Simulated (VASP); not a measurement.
# Ga3As3H in VASP: single point with PBEsol

Aim: the single point of Ga3As3H with PBEsol.

Program: VASP 6.6.1. These are calculated values, not measurements. Logs are shortened: lines on timing, memory, paths and dates and some standing lists are left out, and cuts for length are marked.

## (1) The cell of the first run

The cell holds a slab with vacuum, 7 atoms: a = 4.001 Å, b = 4.001 Å, c = 26.350 Å, α = 90.00°, β = 90.00°, γ = 120.00°.

## (2) Single point, PBEsol, collinear spin

File INCAR:

```
SYSTEM = Ga3As3H
ALGO     = Normal         ! electronic algorithm
DIPOL    = 0.5 0.5 0.477
EDIFF    = 1E-6           ! SCF threshold, eV
ENCUT    = 520            ! plane-wave cutoff, eV
GGA      = PS             ! functional
IDIPOL   = 3            
ISIF     = 2              ! what is computed and relaxed
ISMEAR   = 0              ! smearing method
ISPIN    = 2              ! spin polarisation
LASPH    = .TRUE.         ! aspherical terms in the spheres
LCHARG   = .FALSE.        ! write CHGCAR
LDIPOL   = .TRUE.       
LORBIT   = 11             ! projections on sites
LREAL    = .FALSE.        ! projectors in reciprocal space
LWAVE    = .FALSE.        ! write WAVECAR
MAGMOM   = 0 0 0 0 0 0 1  ! initial moments
NBANDS   = 40             ! bands
NELM     = 150            ! most SCF steps
PREC     = Accurate       ! precision mode
SIGMA    = 0.05           ! smearing width, eV
```

File KPOINTS:

```
k-points
0
G
  9 9 1
  0 0 0
```

File POSCAR:

```
Ga3As3H
1.0
    4.0010046534      0.0000000000      0.0000000000
   -2.0005023267      3.4649716705      0.0000000000
    0.0000000000      0.0000000000     26.3503148946
As Ga H
3 3 1
Direct
    0.0000000000      0.0000000000      0.3225767903
    0.3333333333      0.6666666667      0.4465527895
    0.6666666667      0.3333333333      0.5731011292
    0.3333333333      0.6666666667      0.3535707901
    0.6666666667      0.3333333333      0.4759384583
    0.0000000000      0.0000000000      0.5999087957
    0.3333333333      0.6666666667      0.5660906892
```

Potentials or basis: VASP PAW PBE potentials, release 64 (As, Ga_d, H).

Run with:

```console
$ cat potpaw_PBE.64/As/POTCAR potpaw_PBE.64/Ga_d/POTCAR potpaw_PBE.64/H/POTCAR > POTCAR
$ mpirun -np 1 vasp_std > vasp.out
```

OUTCAR:

```text
SYSTEM = Ga3As3H
   EDIFF = 1E-6
   ENCUT = 520
   GGA = PS
   ISIF = 2
   ISMEAR = 0
   ISPIN = 2
   LASPH = .TRUE.
   LORBIT = 11
   LREAL = .FALSE.
   NELM = 150
   PREC = Accurate

 ion  position               nearest neighbor table
   1  0.000  0.000  0.323-   4 2.45   4 2.45   4 2.45
   2  0.333  0.667  0.447-   5 2.44   5 2.44   5 2.44   4 2.45
   3  0.667  0.333  0.573-   6 2.42   6 2.42   6 2.42   5 2.56
   4  0.333  0.667  0.354-   2 2.45   1 2.45   1 2.45   1 2.45
   5  0.667  0.333  0.476-   2 2.44   2 2.44   2 2.44   3 2.56
   6  0.000  0.000  0.600-   3 2.42   3 2.42   3 2.42
   7  0.333  0.667  0.566-

  LATTYP: Found a hexagonal cell.
 ALAT       =     4.0010046534
 C/A-ratio  =     6.5859245808

  Lattice vectors:

 A1 = (   4.0010046534,   0.0000000000,   0.0000000000)
 A2 = (  -2.0005023267,   3.4649716705,   0.0000000000)
 A3 = (   0.0000000000,   0.0000000000,  26.3503148946)

Analysis of symmetry for initial positions (statically):
=====================================================================
 Subroutine PRICEL returns:
 Original cell was already a primitive cell.

 Routine SETGRP: Setting up the symmetry group for a
 hexagonal supercell.

 Subroutine GETGRP returns: Found  6 space group operations
 (whereof  6 operations were pure point group operations)
 out of a pool of 24 trial point group operations.

The static configuration has the point symmetry C_3v.

Analysis of symmetry for dynamics (positions and initial velocities):
=====================================================================
 Subroutine PRICEL returns:
 Original cell was already a primitive cell.

 Routine SETGRP: Setting up the symmetry group for a
 hexagonal supercell.

 Subroutine GETGRP returns: Found  6 space group operations
 (whereof  6 operations were pure point group operations)
 out of a pool of 24 trial point group operations.

The dynamic configuration has the point symmetry C_3v.

Analysis of structural, dynamic, and magnetic symmetry:
=====================================================================
 Subroutine PRICEL returns:
 Original cell was already a primitive cell.

 Routine SETGRP: Setting up the symmetry group for a
 hexagonal supercell.

 Subroutine GETGRP returns: Found  6 space group operations
 (whereof  6 operations were pure point group operations)
 out of a pool of 24 trial point group operations.

The overall configuration has the point symmetry C_3v.

 Subroutine INISYM returns: Found  6 space group operations
 (whereof  6 operations are pure point group operations),
 and found     1 'primitive' translations

----------------------------------------------------------------------------------------

                                     Primitive cell

  volume of cell :     365.3041

  direct lattice vectors                    reciprocal lattice vectors
     4.001004653  0.000000000  0.000000000     0.249937225  0.144301324  0.000000000
    -2.000502327  3.464971671  0.000000000     0.000000000  0.288602648  0.000000000
     0.000000000  0.000000000 26.350314895     0.000000000  0.000000000  0.037950211

  length of vectors
     4.001004653  4.001004653 26.350314895     0.288602648  0.288602648  0.037950211

  position of ions in fractional coordinates (direct lattice)
     0.000000000  0.000000000  0.322576790
     0.333333333  0.666666667  0.446552789
     0.666666667  0.333333333  0.573101129
     0.333333333  0.666666667  0.353570790
     0.666666667  0.333333333  0.475938458
     0.000000000  0.000000000  0.599908796
     0.333333333  0.666666667  0.566090689

  ion indices of the primitive-cell ions
   primitive index   ion index
                 1           1
                 2           2
                 3           3
                 4           4
                 5           5
                 6           6
                 7           7

----------------------------------------------------------------------------------------

 KPOINTS: k-points

Automatic generation of k-mesh.
 Grid dimensions read from file:
 generate k-points for:    9    9    1

 Generating k-lattice:

  Cartesian coordinates                     Fractional coordinates (reciprocal lattice)
     0.027770803  0.016033480  0.000000000     0.111111111  0.000000000  0.000000000
     0.000000000  0.032066961  0.000000000     0.000000000  0.111111111  0.000000000
     0.000000000  0.000000000  0.037950211     0.000000000  0.000000000  1.000000000

  Length of vectors
     0.032066961  0.032066961  0.037950211

  Shift w.r.t. Gamma in fractional coordinates (k-lattice)
     0.000000000  0.000000000  0.000000000

 Subroutine IBZKPT returns following result:
 ===========================================

 Found     12 irreducible k-points:

 Following reciprocal coordinates:
            Coordinates               Weight
  0.000000  0.000000  0.000000      1.000000
  0.111111  0.000000  0.000000      6.000000
  0.222222  0.000000  0.000000      6.000000
  0.333333  0.000000  0.000000      6.000000
  0.444444  0.000000  0.000000      6.000000
  0.111111  0.111111  0.000000      6.000000
  0.222222  0.111111  0.000000     12.000000
  0.333333  0.111111  0.000000     12.000000
  0.444444  0.111111  0.000000      6.000000
  0.222222  0.222222  0.000000      6.000000
  0.333333  0.222222  0.000000     12.000000
  0.333333  0.333333  0.000000      2.000000
   k-points           NKPTS =     12   k-points in BZ     NKDIM =     12   number of bands    NBANDS=     40
   number of dos      NEDOS =    301   number of ions     NIONS =      7
   total plane-waves  NPLWV = 176400
   dimension x,y,z NGX =    30 NGY =   30 NGZ =  196
   dimension x,y,z NGXF=    60 NGYF=   60 NGZF=  392
   ions per type =               3   3   1
   NGX,Y,Z   is equivalent  to a cutoff of  12.47, 12.47, 12.37 a.u.
   NGXF,Y,Z  is equivalent  to a cutoff of  24.93, 24.93, 24.73 a.u.
 SYSTEM =  Ga3As3H
   PREC   = accura    normal or accurate (medium, high low for compatibility)
   ISTART =      0    job   : 0-new  1-cont  2-samecut
   ICHARG =      2    charge: 1-file 2-atom 10-const
   ISPIN  =      2    spin polarized calculation?
   LNONCOLLINEAR =      F non collinear calculations
   LSORBIT =      F    spin-orbit coupling
   LASPH  =      T    aspherical Exc in radial PAW
   ENCUT  =  520.0 eV  38.22 Ry    6.18 a.u.   7.44  7.44 48.99*2*pi/ulx,y,z
   NELM   =    150;   NELMIN=  2; NELMDL= -5     # of ELM steps
   EDIFF  = 0.1E-05   stopping-criterion for ELM
   LREAL  =      F    real-space projection
   EDIFFG = 0.1E-04   stopping-criterion for IOM
   NSW    =      0    number of steps for IOM
   IBRION =     -1    ionic relax: 0-MD 1-quasi-New 2-CG
   NFREE  =      0    steps in history (QN), initial steepest desc. (CG)
   ISIF   =      2    stress and relaxation
   ISYM   =      2    0-nonsym 1-usesym 2-fastsym
   POTIM  = 0.5000    time-step for ionic-motion
   TEBEG  =    0.0;   TEEND  =   0.0 temperature during run
   PSTRESS=    0.0 pullay stress
   NELECT =      55.0000    total number of electrons
   NUPDOWN=      -1.0000    fix difference up-down
   EMIN   =  10.00;   EMAX   =-10.00  energy-range for DOS
   EFERMI =   0.00;   METHOD = LEGACY
   ISMEAR =     0;   SIGMA  =   0.05  broadening in eV -4-tet -1-fermi 0-gaus
   EFERMI_NEDOS =   21; number of points for ismear=-14 and -15
   IALGO  =     38    algorithm
   IMIX   =      4    mixing-type and parameters
     AMIX     =   0.40;   BMIX     =  1.00
     AMIX_MAG =   1.60;   BMIX_MAG =  1.00
  volume/ion in A,a.u.               =      52.19       352.17
  Fermi-wavevector in a.u.,A,eV,Ry     =   0.870919  1.645797 10.320007  0.758499
  Thomas-Fermi vector in A             =   1.989952
   LORBIT       =     11    0 simple, 1 ext, 2 COOP (PROOUT), +10 PAW based schemes
   GGA     = PS    functional components
   LHFCALC =     F    Hartree Fock is set to
   AEXX    =    0.0000 exact exchange contribution
   IVDW    =     0    specifies the selected vdW correction
   LEPSILON=     F    determine dielectric tensor
   LRPA    =     F    only Hartree local field effects (RPA)
 spin polarized calculation
 Gauss-broadening in eV      SIGMA  =   0.05
  energy-cutoff  :      520.00
  volume of cell :      365.30
 maximum number of plane-waves:      9895
 NGX is ok and might be reduce to    30
   NGX = 15   NGY = 15   NGZ = 97

 number of electron      54.9999967 magnetization       0.3111665

 dipolmoment           0.000000      0.000000     -0.164074 electrons x Angstroem

 Free energy of the ion-electron system (eV)
  ---------------------------------------------------
  ext. energy  EPLUGINS =         0.00000000
  ---------------------------------------------------
  free energy    TOTEN  =       -27.05907078 eV

  energy without entropy =      -27.05448148  energy(sigma->0) =      -27.05677613

 E-fermi :  -1.5202     XC(G=0):  -4.1920

 val. band max:       -1.5223828981   @ k =   0.3333   0.1111   0.0000
 cond. band min:      -1.4683188501   @ k =   0.1111   0.0000   0.0000
 fundamental gap:      0.0540640480
 Fermi energy:        -1.5201911834

 spin component 1

 k-point     1 :       0.0000    0.0000    0.0000
  band No.  band energies     occupation
      1     -16.7384      1.00000
      2     -16.6438      1.00000
      3     -16.6438      1.00000
      4     -16.5763      1.00000
      5     -16.5763      1.00000
      6     -16.4272      1.00000
[... 31 lines left out ...]
     38       3.1248      0.00000
     39       3.5557      0.00000
[... 460 lines left out ...]
     38       5.3458      0.00000
     39       5.5763      0.00000
 Fermi energy:        -1.5201911834

 spin component 2

 k-point     1 :       0.0000    0.0000    0.0000
  band No.  band energies     occupation
      1     -16.7355      1.00000
      2     -16.6406      1.00000
      3     -16.6406      1.00000
      4     -16.5729      1.00000
      5     -16.5729      1.00000
      6     -16.4257      1.00000
[... 31 lines left out ...]
     38       3.0840      0.00000
     39       3.5820      0.00000
[... 460 lines left out ...]
     38       5.3713      0.00000
     39       5.5876      0.00000
 [bands above 39 left out]

------------------------ aborting loop because EDIFF is reached ----------------------------------------

 vacuum level on the upper side and lower side of the slab       (xc-potential included)        -1.101         0.990

  FORCE on cell =-STRESS in cart. coord.  units (eV):
  Direction    XX          YY          ZZ          XY          YZ          ZX
  --------------------------------------------------------------------------------------
  -------------------------------------------------------------------------------------
  Total        1.2420773      1.2420773      1.1917005      0.0000000      0.0000000      0.0000000
  in kB        5.4475930      5.4475930      5.2266467      0.0000000      0.0000000      0.0000000
  external PRESSURE =       5.3739443 kB  Pullay stress =       0.0000000 kB

 VOLUME and BASIS-vectors are now :
 -----------------------------------------------------------------------------
  energy-cutoff  :      520.00
  volume of cell :      365.30
      direct lattice vectors                 reciprocal lattice vectors
     4.001004653  0.000000000  0.000000000     0.249937225  0.144301324  0.000000000
    -2.000502327  3.464971671  0.000000000     0.000000000  0.288602648  0.000000000
     0.000000000  0.000000000 26.350314895     0.000000000  0.000000000  0.037950211

 POSITION                                       TOTAL-FORCE (eV/Angst)
 -----------------------------------------------------------------------------------
      0.00000      0.00000      8.50000        -0.000000     -0.000000     -0.161204
     -0.00000      2.30998     11.76681        -0.000000      0.000000      0.409337
      2.00050      1.15499     15.10140         0.000000     -0.000000     -0.010275
     -0.00000      2.30998      9.31670        -0.000000      0.000000     -0.271737
      2.00050      1.15499     12.54113         0.000000     -0.000000      0.028365
      0.00000      0.00000     15.80779        -0.000000     -0.000000     -0.000401
     -0.00000      2.30998     14.91667        -0.000000     -0.000000      0.005916
 -----------------------------------------------------------------------------------
    total drift:                               -0.000000     -0.000000      0.000354

  FREE ENERGIE OF THE ION-ELECTRON SYSTEM (eV)
  ---------------------------------------------------
  free  energy   TOTEN  =       -27.0590707753 eV

  energy  without entropy=      -27.0544814763  energy(sigma->0) =      -27.05677613

 vacuum level on the upper side and lower side of the slab         2.163         4.297

 total charge

# of ion       s       p       d       tot
------------------------------------------
    1        1.254   1.474   0.024   2.752
    2        1.228   1.559   0.035   2.822
    3        1.261   1.478   0.058   2.797
    4        0.900   0.785   9.989  11.675
    5        0.912   0.767   9.986  11.666
    6        1.022   0.644   9.988  11.655
    7        0.429   0.008   0.000   0.437
--------------------------------------------------
tot          7.007   6.716  30.081  43.804

 magnetization (x)

# of ion       s       p       d       tot
------------------------------------------
    1        0.003   0.072  -0.000   0.075
    2        0.001   0.022   0.000   0.023
    3        0.002   0.017   0.002   0.021
    4       -0.001   0.004   0.004   0.007
    5       -0.002   0.003   0.001   0.002
    6        0.000   0.007   0.002   0.009
    7        0.027   0.000   0.000   0.027
--------------------------------------------------
tot          0.031   0.124   0.009   0.164
```

Wall time 11 min (1 thread of Intel Xeon Platinum 8488C (Sapphire Rapids), shared host); peak memory 0.71 GiB.

What came out:

* Free energy: -27.0591 eV
* Largest force: 0.409 eV/Å
* Net moment: 0.31 μB per cell
* Site moments: As +0.07, +0.02 (each value once); Ga +0.01, +0.00 (each value once); H +0.03 μB
* Valence electrons inside the program's atomic spheres: As 2.75, 2.82, 2.80; Ga 11.68, 11.67, 11.65; H 0.44

Forces on the atoms (eV/Å):
```
As   0.000  0.000 -0.161
As   0.000  0.000  0.409
As   0.000  0.000 -0.010
Ga   0.000  0.000 -0.272
Ga   0.000  0.000  0.028
Ga   0.000  0.000  0.000
H    0.000  0.000  0.006
```

Caveat: the PAW data sets were made with another functional, which shifts forces and pressure a little.
